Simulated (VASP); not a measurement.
The system is MoRu2.

```xyz
6
Lattice="2.7113 0.0000 0.0000 -1.3557 2.3481 0.0000 0.0000 0.0000 14.0521" Properties=species:S:1:pos:R:3 pbc="T T T"
Mo    0.0000    1.5654   12.8811
Mo    1.3557    0.7827    1.1710
Ru    0.0000    1.5654    3.5130
Ru    0.0000    1.5654    8.1970
Ru    1.3557    0.7827    5.8550
Ru    1.3557    0.7827   10.5391
```

```yaml
Program: VASP 6.6.1
Task: relaxation of cell and atoms
Functional: PBE
Potentials_or_basis: VASP PAW PBE potentials, release 64 (Mo_sv, Ru_pv)
Cutoff: 600 eV
k_mesh: 6 × 6 × 2
Occupations: gaussian, width 0.1 eV
Spin: no spin polarisation
```

At the start: pressure -5.7 GPa; volume 14.91 Å³/atom.

Where does the relaxation end?

Over 12 steps the energy falls by 108.9 meV/atom and the volume is 14.53 Å³/atom (-2.6 %); space group P-3m1 (No. 164, to 0.1 Å) before and after.

Step by step:
```csv
step,energy change (eV),largest force (eV/Å),pressure (GPa),volume (Å³)
1,0.0000,2.0477,-5.73,89.46
2,-0.2455,0.7971,18.55,82.47
3,-0.4784,1.0211,6.56,85.19
4,-0.4762,0.4310,-8.47,90.24
5,-0.5780,0.5307,-1.49,87.61
6,-0.6276,0.4047,-0.13,87.21
7,-0.6383,0.3274,0.88,86.94
8,-0.6483,0.0992,-1.90,87.75
9,-0.6489,0.1405,-1.39,87.60
10,-0.6491,0.1329,1.50,86.69
11,-0.6528,0.0679,0.08,87.13
12,-0.6532,0.0249,-0.02,87.16
```

Final structure:
```
Mo Ru
1.0
     2.74461    0.00000    0.00000
    -1.37231    2.37691    0.00000
     0.00000    0.00000   13.36081
Mo Ru
2 4
Direct
  0.33333 0.66667 0.90725
  0.66667 0.33333 0.09275
  0.33333 0.66667 0.25796
  0.33333 0.66667 0.57936
  0.66667 0.33333 0.42064
  0.66667 0.33333 0.74204
```

Caveat: the k points lie up to 0.44 Å⁻¹ apart in the final cell, too coarse for converged energies and pressures of a metal.
